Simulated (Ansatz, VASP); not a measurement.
**Two plane-wave programs on Ca**

```xyz
2
Lattice="4.0776 0.0000 0.0000 -2.0388 3.5313 0.0000 0.0000 0.0000 6.0931" Properties=species:S:1:pos:R:3 pbc="T T T"
Ca    0.0000    2.3542    1.4952
Ca    2.0388    1.1771    4.5978
```

Alike in both runs: task single point; functional PBE; k mesh 12 × 12 × 6; occupations gaussian, width 0.1 eV; no spin polarisation.

|  | VASP | Ansatz |
| --- | --- | --- |
| version | VASP 6.6.1 | Ansatz 0.2.0 |
| potentials or method | VASP PAW PBE potentials, release 64 (Ca_sv), cutoff 520 eV | scalar-relativistic, plane waves, PAW |
| valence electrons in the cell | 20 | 20 |

```csv
,VASP,Ansatz,Ansatz less VASP
gap on the k mesh at the Fermi level (eV),none,none,-
pressure (GPa),-0.4,-0.4,0.00
"traceless stress, the component that is largest in VASP (GPa)",1.42,1.42,-0.002
rms of the force components (eV/Å),0.064,0.064,-0.0002
```

Atom by atom the forces differ by 0.000 eV/Å (rms over components). A gap of «none» marks a metal or a gap that the smearing closes.
